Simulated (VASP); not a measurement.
# TiO2 (P4_2/mnm) in VASP: notebook

Runs on TiO2. Level: PBE. Tasks: single point.

Everything below comes from runs of VASP 6.6.1. Logs are shortened: lines on timing, memory, paths and dates and some standing lists are left out, and cuts for length are marked.

## Step 1: The cell of the first run

Symmetry: P4_2/mnm, No. 136, tetragonal system. The conventional cell has a = 4.594 Å, b = 4.594 Å, c = 2.958 Å, α = 90.00°, β = 90.00°, γ = 90.00°. Ti (site symmetry mmm) has 6 O at 1.95 to 1.98 Å within 2.6 Å. Within 2.6 Å of O (site symmetry m2m) lie 3 Ti at 1.95 to 1.98 Å and 1 O at 2.53 Å.

## Step 2: Single point, PBE, collinear spin, ferromagnetic start

File INCAR:

```
ALGO     = Normal         # electronic algorithm
EDIFF    = 1E-6           # SCF threshold, eV
ENCUT    = 520            # plane-wave cutoff, eV
GGA      = PE             # functional
ISIF     = 2              # what is computed and relaxed
ISMEAR   = -1             # smearing method
ISPIN    = 2              # spin polarisation
LASPH    = T              # aspherical terms in the spheres
LCHARG   = T              # write CHGCAR
LELF     = T              # ELF
LMAXMIX  = 4              # l up to which the mixer works
LORBIT   = 11             # projections on sites
LREAL    = F              # projectors in reciprocal space
LVHAR    = T            
LWAVE    = F              # write WAVECAR
MAGMOM   = 1 1 1 1 0 0 0 0 0 0 0 0 # initial moments
NBANDS   = 64             # bands
NELM     = 150            # most SCF steps
PREC     = Accurate       # precision mode
SIGMA    = 0.05           # smearing width, eV
```

File KPOINTS:

```
k-points
0
Gamma
  3 4 3
```

File POSCAR:

```
TiO2
1.0
   -4.5937300000      0.0000000000     -2.9581200000
    0.0000000000     -4.5937300000      0.0000000000
   -4.5937300000      0.0000000000      2.9581200000
Ti O
4 8
Direct
    0.0000000000      0.0000000000      0.0000000000
    0.5000000000      0.0000000000      0.5000000000
    0.0000000000      0.5000000000      0.5000000000
    0.5000000000      0.5000000000      0.0000000000
    0.8473500000      0.6947000000      0.8473500000
    0.3473500000      0.6947000000      0.3473500000
    0.6526500000      0.1947000000      0.1526500000
    0.1526500000      0.1947000000      0.6526500000
    0.6526500000      0.3053000000      0.6526500000
    0.1526500000      0.3053000000      0.1526500000
    0.8473500000      0.8053000000      0.3473500000
    0.3473500000      0.8053000000      0.8473500000
```

Potentials or basis: VASP PAW PBE potentials, release 64 (Ti_sv, O).

Command:

```console
cat potpaw_PBE.64/Ti_sv/POTCAR potpaw_PBE.64/O/POTCAR > POTCAR
mpirun -np 1 vasp_std > vasp.out
```

OUTCAR:

```text
EDIFF = 1E-6
   ENCUT = 520
   GGA = PE
   ISIF = 2
   ISMEAR = -1
   ISPIN = 2
   LASPH = T
   LORBIT = 11
   LREAL = F
   NELM = 150
   PREC = Accurate

 ion  position               nearest neighbor table
   1  0.000  0.000  0.000-   7 1.95   8 1.95  11 1.95  12 1.95   5 1.98  10 1.98
   2  0.500  0.000  0.500-   7 1.95   8 1.95  11 1.95  12 1.95   6 1.98   9 1.98
   3  0.000  0.500  0.500-   5 1.95   6 1.95   9 1.95  10 1.95   8 1.98  11 1.98
   4  0.500  0.500  0.000-   5 1.95   6 1.95   9 1.95  10 1.95   7 1.98  12 1.98
   5  0.847  0.695  0.847-   3 1.95   4 1.95   1 1.98
   6  0.347  0.695  0.347-   3 1.95   4 1.95   2 1.98
   7  0.653  0.195  0.153-   1 1.95   2 1.95   4 1.98
   8  0.153  0.195  0.653-   1 1.95   2 1.95   3 1.98
   9  0.653  0.305  0.653-   3 1.95   4 1.95   2 1.98
  10  0.153  0.305  0.153-   3 1.95   4 1.95   1 1.98
  11  0.847  0.805  0.347-   1 1.95   2 1.95   3 1.98
  12  0.347  0.805  0.847-   1 1.95   2 1.95   4 1.98

  LATTYP: Found a base centered orthorhombic cell.
 ALAT       =     5.9162400000
 B/A-ratio  =     1.5529221262
 C/A-ratio  =     0.7764610631

  Lattice vectors:

 A1 = (   4.5937300000,   0.0000000000,   2.9581200000)
 A2 = (  -4.5937300000,   0.0000000000,   2.9581200000)
 A3 = (   0.0000000000,  -4.5937300000,   0.0000000000)

Analysis of symmetry for initial positions (statically):
=====================================================================
 Subroutine PRICEL returns following result:

  LATTYP: Found a simple tetragonal cell.
 ALAT       =     4.5937300000
 C/A-ratio  =     0.6439472934
[... 12 lines left out ...]
 Subroutine GETGRP returns: Found  8 space group operations
 (whereof  4 operations were pure point group operations)
 out of a pool of  8 trial point group operations.

The static configuration has the point symmetry C_2h.
 The point group associated with its full space group is D_2h.

Analysis of symmetry for dynamics (positions and initial velocities):
=====================================================================
 Subroutine PRICEL returns following result:

  LATTYP: Found a simple tetragonal cell.
 ALAT       =     4.5937300000
 C/A-ratio  =     0.6439472934
[... 12 lines left out ...]
 Subroutine GETGRP returns: Found  8 space group operations
 (whereof  4 operations were pure point group operations)
 out of a pool of  8 trial point group operations.

The dynamic configuration has the point symmetry C_2h.
 The point group associated with its full space group is D_2h.

Analysis of structural, dynamic, and magnetic symmetry:
=====================================================================
 Subroutine PRICEL returns following result:

  LATTYP: Found a simple tetragonal cell.
 ALAT       =     4.5937300000
 C/A-ratio  =     0.6439472934
[... 12 lines left out ...]
 Subroutine GETGRP returns: Found  8 space group operations
 (whereof  4 operations were pure point group operations)
 out of a pool of  8 trial point group operations.

The overall configuration has the point symmetry C_2h.
 The point group associated with its full space group is D_2h.

 Subroutine INISYM returns: Found  8 space group operations
 (whereof  4 operations are pure point group operations),
 and found     2 'primitive' translations

----------------------------------------------------------------------------------------

                                     Primitive cell

  volume of cell :      62.4233

  direct lattice vectors                    reciprocal lattice vectors
     0.000000000 -4.593730000  0.000000000     0.000000000 -0.217688023  0.000000000
    -4.593730000  0.000000000  0.000000000    -0.217688023  0.000000000  0.000000000
     0.000000000  0.000000000 -2.958120000     0.000000000  0.000000000 -0.338052547

  length of vectors
     4.593730000  4.593730000  2.958120000     0.217688023  0.217688023  0.338052547

[... 67 lines left out ...]
   ISTART =      0    job   : 0-new  1-cont  2-samecut
   ICHARG =      2    charge: 1-file 2-atom 10-const
   ISPIN  =      2    spin polarized calculation?
   LNONCOLLINEAR =      F non collinear calculations
   LSORBIT =      F    spin-orbit coupling
   LASPH  =      T    aspherical Exc in radial PAW
   ENCUT  =  520.0 eV  38.22 Ry    6.18 a.u.  10.16  8.54 10.16*2*pi/ulx,y,z
   NELM   =    150;   NELMIN=  2; NELMDL= -5     # of ELM steps
   EDIFF  = 0.1E-05   stopping-criterion for ELM
   LREAL  =      F    real-space projection
   EDIFFG = 0.1E-04   stopping-criterion for IOM
   NSW    =      0    number of steps for IOM
   IBRION =     -1    ionic relax: 0-MD 1-quasi-New 2-CG
   NFREE  =      0    steps in history (QN), initial steepest desc. (CG)
   ISIF   =      2    stress and relaxation
   ISYM   =      2    0-nonsym 1-usesym 2-fastsym
   POTIM  = 0.5000    time-step for ionic-motion
   TEBEG  =    0.0;   TEEND  =   0.0 temperature during run
   PSTRESS=    0.0 pullay stress
   NELECT =      96.0000    total number of electrons
   NUPDOWN=      -1.0000    fix difference up-down
   EMIN   =  10.00;   EMAX   =-10.00  energy-range for DOS
   EFERMI =   0.00;   METHOD = LEGACY
   ISMEAR =    -1;   SIGMA  =   0.05  broadening in eV -4-tet -1-fermi 0-gaus
   EFERMI_NEDOS =   21; number of points for ismear=-14 and -15
   IALGO  =     38    algorithm
   IMIX   =      4    mixing-type and parameters
     AMIX     =   0.40;   BMIX     =  1.00
     AMIX_MAG =   1.60;   BMIX_MAG =  1.00
  volume/ion in A,a.u.               =      10.40        70.21
  Fermi-wavevector in a.u.,A,eV,Ry     =   1.499822  2.834252 30.605836  2.249466
  Thomas-Fermi vector in A             =   2.611402
   LORBIT       =     11    0 simple, 1 ext, 2 COOP (PROOUT), +10 PAW based schemes
   GGA     = PE    functional components
   LHFCALC =     F    Hartree Fock is set to
   AEXX    =    0.0000 exact exchange contribution
   IVDW    =     0    specifies the selected vdW correction
   LEPSILON=     F    determine dielectric tensor
   LRPA    =     F    only Hartree local field effects (RPA)
 spin polarized calculation
  energy-cutoff  :      520.00
  volume of cell :      124.85
 maximum number of plane-waves:      3378
 NGX is ok and might be reduce to    42
   NGX = 21   NGY = 17   NGZ = 21

 number of electron      96.0000023 magnetization      -0.0000009

 number of electron      96.0000023 magnetization       0.0000005

 Free energy of the ion-electron system (eV)
  ---------------------------------------------------
  ext. energy  EPLUGINS =         0.00000000
  ---------------------------------------------------
  free energy    TOTEN  =      -107.28026837 eV

  energy without entropy =     -107.28026837  energy(sigma->0) =     -107.28026837

 E-fermi :   5.7611     XC(G=0): -11.4117

 val. band max:        4.8447067117   @ k =   0.0000   0.0000   0.0000
 cond. band min:       6.7245973200   @ k =   0.0000   0.0000   0.0000
 fundamental gap:      1.8798906083
 Fermi energy:         5.7611318113

 spin component 1

 k-point     1 :       0.0000    0.0000    0.0000
  band No.  band energies     occupation
      1     -52.0655      1.00000
      2     -52.0484      1.00000
      3     -52.0165      1.00000
      4     -52.0165      1.00000
      5     -28.6114      1.00000
      6     -28.6114      1.00000
[... 745 lines left out ...]
     59       8.6198      0.00000
     60       8.6198      0.00000
 Fermi energy:         5.7611318113

 spin component 2

 k-point     1 :       0.0000    0.0000    0.0000
  band No.  band energies     occupation
      1     -52.0655      1.00000
      2     -52.0484      1.00000
      3     -52.0165      1.00000
      4     -52.0165      1.00000
      5     -28.6114      1.00000
      6     -28.6114      1.00000
[... 745 lines left out ...]
     59       8.6198      0.00000
     60       8.6198      0.00000
 [bands above 60 left out]

------------------------ aborting loop because EDIFF is reached ----------------------------------------

  FORCE on cell =-STRESS in cart. coord.  units (eV):
  Direction    XX          YY          ZZ          XY          YZ          ZX
  --------------------------------------------------------------------------------------
  -------------------------------------------------------------------------------------
  Total        4.8111532      4.7767511      4.3998088     -0.0000000      0.0000000      0.0000000
  in kB       61.7423357     61.3008479     56.4634843     -0.0000000      0.0000000      0.0000000
  external PRESSURE =      59.8355559 kB  Pullay stress =       0.0000000 kB

 VOLUME and BASIS-vectors are now :
 -----------------------------------------------------------------------------
  energy-cutoff  :      520.00
  volume of cell :      124.85
      direct lattice vectors                 reciprocal lattice vectors
    -4.593730000  0.000000000 -2.958120000    -0.108844011  0.000000000 -0.169026273
     0.000000000 -4.593730000  0.000000000     0.000000000 -0.217688023  0.000000000
    -4.593730000  0.000000000  2.958120000    -0.108844011  0.000000000  0.169026273

 POSITION                                       TOTAL-FORCE (eV/Angst)
 -----------------------------------------------------------------------------------
      0.00000      0.00000      0.00000        -0.000000      0.000000     -0.000000
     -4.59373      0.00000      0.00000        -0.000000      0.000000      0.000000
     -2.29686     -2.29686      1.47906        -0.000000      0.000000      0.000000
     -2.29686     -2.29686     -1.47906        -0.000000      0.000000      0.000000
     -7.78499     -3.19126      0.00000        -0.116143     -0.115902     -0.000000
     -3.19126     -3.19126      0.00000        -0.116143     -0.115902     -0.000000
     -3.69933     -0.89440     -1.47906         0.116143     -0.115902     -0.000000
     -3.69933     -0.89440      1.47906         0.116143     -0.115902     -0.000000
     -5.99620     -1.40247      0.00000         0.116143      0.115902     -0.000000
     -1.40247     -1.40247      0.00000         0.116143      0.115902     -0.000000
     -5.48813     -3.69933     -1.47906        -0.116143      0.115902     -0.000000
     -5.48813     -3.69933      1.47906        -0.116143      0.115902     -0.000000
 -----------------------------------------------------------------------------------
    total drift:                               -0.000000      0.000000     -0.000000

  FREE ENERGIE OF THE ION-ELECTRON SYSTEM (eV)
  ---------------------------------------------------
  free  energy   TOTEN  =      -107.2802683690 eV

  energy  without entropy=     -107.2802683676  energy(sigma->0) =     -107.28026837

 total charge

# of ion       s       p       d       tot
------------------------------------------
    1        2.222   6.302   1.718  10.242
    2        2.222   6.302   1.718  10.242
    3        2.222   6.302   1.718  10.242
    4        2.222   6.302   1.718  10.242
    5        1.573   3.504   0.000   5.076
    6        1.573   3.504   0.000   5.076
    7        1.573   3.504   0.000   5.076
    8        1.573   3.504   0.000   5.076
    9        1.573   3.504   0.000   5.076
   10        1.573   3.504   0.000   5.076
   11        1.573   3.504   0.000   5.076
   12        1.573   3.504   0.000   5.076
--------------------------------------------------
tot         21.472  53.235   6.871  81.578

 magnetization (x)

# of ion       s       p       d       tot
------------------------------------------
    1        0.000  -0.000   0.000   0.000
    2        0.000  -0.000   0.000   0.000
    3        0.000  -0.000   0.000   0.000
    4        0.000  -0.000   0.000   0.000
    5        0.000  -0.000   0.000  -0.000
    6        0.000  -0.000   0.000  -0.000
    7        0.000  -0.000   0.000  -0.000
    8        0.000  -0.000   0.000  -0.000
    9        0.000  -0.000   0.000  -0.000
   10        0.000  -0.000   0.000  -0.000
   11        0.000  -0.000   0.000  -0.000
   12        0.000  -0.000   0.000  -0.000
--------------------------------------------------
tot          0.000  -0.000   0.000   0.000
```

Wall time 4.2 min (1 thread of Intel Xeon Platinum 8488C (Sapphire Rapids), shared host); peak memory 0.35 GiB.

Results:

| Item | Value |
| --- | --- |
| Free energy | -107.2803 eV |
| Pressure | 6.0 GPa |
| Largest force | 0.164 eV/Å |
| Band gap on the k mesh | 1.88 eV |
| Net moment | 0.00 μB per cell |
| Valence electrons inside the program's atomic spheres | Ti 10.24; O 5.08 |

Forces in eV/Å, atoms in the order of the input:
```
Ti   0.000  0.000  0.000
Ti   0.000  0.000  0.000
Ti   0.000  0.000  0.000
Ti   0.000  0.000  0.000
O   -0.116 -0.116  0.000
O   -0.116 -0.116  0.000
O    0.116 -0.116  0.000
O    0.116 -0.116  0.000
O    0.116  0.116  0.000
O    0.116  0.116  0.000
O   -0.116  0.116  0.000
O   -0.116  0.116  0.000
```

Stress tensor (GPa, compression positive):
```
6.17 0.00 0.00
0.00 6.13 0.00
0.00 0.00 5.65
```

Caveat: the k points lie up to 0.42 Å⁻¹ apart. A k mesh can miss the band edges.

## Step 3: Single point, PBE

File INCAR:

```
PREC = Accurate ; ENCUT = 520
EDIFF = 1E-7 ; ISMEAR = -1
SIGMA = 0.05 ; LREAL = F
LASPH = T ; NELM = 100
ALGO = Normal ; ISIF = 2
LWAVE = F ; LCHARG = F
GGA = PE ; NBANDS = 60
```

File KPOINTS:

```
regular mesh
0
Gamma
  3 4 3
```

POSCAR is that of step 2.

Potentials or basis: VASP PAW PBE potentials, release 64 (Ti_sv, O).

Command:

```console
cat potpaw_PBE.64/Ti_sv/POTCAR potpaw_PBE.64/O/POTCAR > POTCAR
mpirun -np 1 vasp_std > vasp.out
```

It took 2.1 min on 1 thread of Intel Xeon Platinum 8488C (Sapphire Rapids), shared host; peak memory 0.26 GiB.

It converged, with:

- Free energy: -107.2803 eV
- Pressure: 6.0 GPa
- Largest force: 0.164 eV/Å
- Band gap on the k mesh: 1.88 eV

Forces on the atoms (eV/Å):
```
Ti   0.000  0.000  0.000
Ti   0.000  0.000  0.000
Ti   0.000  0.000  0.000
Ti   0.000  0.000  0.000
O   -0.116 -0.116  0.000
O   -0.116 -0.116  0.000
O    0.116 -0.116  0.000
O    0.116 -0.116  0.000
O    0.116  0.116  0.000
O    0.116  0.116  0.000
O   -0.116  0.116  0.000
O   -0.116  0.116  0.000
```

Stress tensor (GPa, compression positive):
```
6.18 0.00 0.00
0.00 6.13 0.00
0.00 0.00 5.65
```

Levels at points of the mesh, in eV from the valence-band top:
| k point | band 46 | band 47 | band 48 | band 49 | band 50 | band 51 |
| --- | --- | --- | --- | --- | --- | --- |
| (0.00, 0.00, 0.00) | -0.44 | -0.44 | 0.00 | 1.88 | 1.91 | 1.91 |
| (0.00, 0.50, 0.00) | -0.74 | -0.67 | -0.67 | 2.56 | 2.56 | 2.59 |

Caveat: the k points lie up to 0.42 Å⁻¹ apart. A k mesh can miss the band edges.

## Step 4: Single point, PBE, collinear spin, zero start

File INCAR:

```
SYSTEM = TiO2
  ALGO = Normal
  EDIFF = 1E-6
  ENCUT = 520
  GGA = PE
  ISIF = 2
  ISMEAR = -1
  ISPIN = 2
  LASPH = .True.
  LCHARG = .False.
  LMAXMIX = 4
  LORBIT = 11
  LREAL = .False.
  LWAVE = .False.
  MAGMOM = 0 0 0 0 0 0 0 0 0 0 0 0
  NBANDS = 64
  NELM = 150
  PREC = Accurate
  SIGMA = 0.05
```

File KPOINTS:

```
k-points
0
Gamma
  3 4 3
  0 0 0
```

POSCAR is that of step 3.

Command:

```console
cat potpaw_PBE.64/Ti_sv/POTCAR potpaw_PBE.64/O/POTCAR > POTCAR
mpirun -np 1 vasp_std > vasp.out
```

Wall time 4.1 min (1 thread of Intel Xeon Platinum 8488C (Sapphire Rapids), shared host); peak memory 0.35 GiB.

It converged, with:

```yaml
Free_energy: -107.2803 eV
Pressure: 6.0 GPa
Largest_force: 0.164 eV/Å
Band_gap_on_the_k_mesh: 1.88 eV
Net_moment: 0.00 μB per cell
Valence_electrons_inside_the_program's_atomic_spheres: Ti 10.24; O 5.08
```

Forces on the atoms (eV/Å):
```
Ti   0.000  0.000  0.000
Ti   0.000  0.000  0.000
Ti   0.000  0.000  0.000
Ti   0.000  0.000  0.000
O   -0.116 -0.116  0.000
O   -0.116 -0.116  0.000
O    0.116 -0.116  0.000
O    0.116 -0.116  0.000
O    0.116  0.116  0.000
O    0.116  0.116  0.000
O   -0.116  0.116  0.000
O   -0.116  0.116  0.000
```

Stress tensor (GPa, compression positive):
```
6.18 0.00 0.00
0.00 6.13 0.00
0.00 0.00 5.65
```

Levels at points of the mesh, in eV from the valence-band top:
Spin up:
| k point | band 46 | band 47 | band 48 | band 49 | band 50 | band 51 |
| --- | --- | --- | --- | --- | --- | --- |
| (0.00, 0.00, 0.00) | -0.44 | -0.44 | 0.00 | 1.88 | 1.91 | 1.91 |
| (0.00, 0.50, 0.00) | -0.74 | -0.67 | -0.67 | 2.56 | 2.56 | 2.59 |
Spin down:
```
           k point  band 44  band 45  band 46  band 47  band 48  band 49  band 50  band 51  band 52  band 53
(0.00, 0.00, 0.00)    -1.03    -0.70    -0.44    -0.44     0.00     1.88     1.91     1.91     2.20     2.42
(0.00, 0.50, 0.00)    -1.27    -0.74    -0.74    -0.67    -0.67     2.56     2.56     2.59     2.59     3.01
```

Caveat: the k points lie up to 0.42 Å⁻¹ apart. A k mesh can miss the band edges.

## Step 5: Single point, PBE, collinear spin, antiferromagnetic start

File INCAR:

```
PREC = Accurate
ENCUT = 520
EDIFF = 1E-6
ISMEAR = -1
SIGMA = 0.05
LREAL = F
LASPH = T
NELM = 150
ALGO = Normal
ISIF = 2
LWAVE = F
LCHARG = T
ISPIN = 2
MAGMOM = 1 -1 1 -1 0 0 0 0 0 0 0 0
LORBIT = 11
LMAXMIX = 4
GGA = PE
LELF = T
LVHAR = T
NBANDS = 64
```

File KPOINTS:

```
regular mesh
0
Gamma
  3 4 3
```

POSCAR is that of step 4.

Command:

```console
cat potpaw_PBE.64/Ti_sv/POTCAR potpaw_PBE.64/O/POTCAR > POTCAR
mpirun -np 1 vasp_std > vasp.out
```

Wall time 4.7 min (1 thread of Intel Xeon Platinum 8488C (Sapphire Rapids), shared host); peak memory 0.37 GiB.

It converged, with:

```yaml
Free_energy: -107.2803 eV
Pressure: 6.0 GPa
Largest_force: 0.164 eV/Å
Band_gap_on_the_k_mesh: 1.88 eV
Net_moment: 0.00 μB per cell
Valence_electrons_inside_the_program's_atomic_spheres: Ti 10.24; O 5.08
```

Forces on the atoms (eV/Å):
```
Ti   0.000  0.000  0.000
Ti   0.000  0.000  0.000
Ti   0.000  0.000  0.000
Ti   0.000  0.000  0.000
O   -0.116 -0.116  0.000
O   -0.116 -0.116  0.000
O    0.116 -0.116  0.000
O    0.116 -0.116  0.000
O    0.116  0.116  0.000
O    0.116  0.116  0.000
O   -0.116  0.116  0.000
O   -0.116  0.116  0.000
```

Stress tensor (GPa, compression positive):
```
6.17 0.00 0.00
0.00 6.12 0.00
0.00 0.00 5.64
```

Levels at points of the mesh, in eV from the valence-band top:
Spin up:
| k point | band 44 | band 45 | band 46 | band 47 | band 48 | band 49 | band 50 | band 51 | band 52 | band 53 |
| --- | --- | --- | --- | --- | --- | --- | --- | --- | --- | --- |
| (0.00, 0.00, 0.00) | -1.03 | -0.70 | -0.44 | -0.44 | 0.00 | 1.88 | 1.91 | 1.91 | 2.20 | 2.42 |
| (0.00, 0.50, 0.00) | -1.27 | -0.74 | -0.74 | -0.67 | -0.67 | 2.56 | 2.56 | 2.59 | 2.59 | 3.01 |
Spin down:
| k point | band 45 | band 46 | band 47 | band 48 | band 49 | band 50 | band 51 | band 52 |
| --- | --- | --- | --- | --- | --- | --- | --- | --- |
| (0.00, 0.00, 0.00) | -0.70 | -0.44 | -0.44 | 0.00 | 1.88 | 1.91 | 1.91 | 2.20 |
| (0.00, 0.50, 0.00) | -0.74 | -0.74 | -0.67 | -0.67 | 2.56 | 2.56 | 2.59 | 2.59 |

Caveat: the k points lie up to 0.42 Å⁻¹ apart. PBE gaps usually lie below the measured ones, often by a third to a half.

## Step 6: Summary

```tsv
spin	gap on the mesh (eV)	pressure (GPa)	moment (μB)	largest force (eV/Å)
collinear, ferromagnetic start	1.88	6.0	0.00	0.16
off	1.88	6.0	-	0.16
collinear, zero start	1.88	6.0	0.00	0.16
collinear, antiferromagnetic start	1.88	6.0	0.00	0.16
```

Alike in all rows: task single point; level PBE; potentials or basis VASP PAW PBE potentials, release 64 (Ti_sv, O); cell as given; k mesh 3 × 4 × 3; cutoff (eV) 520; smearing fermi-dirac 0.05 eV.

Caveats: all runs use coarse meshes.

Total energies depend on the potentials used, so only differences within one code and one set of settings carry meaning.
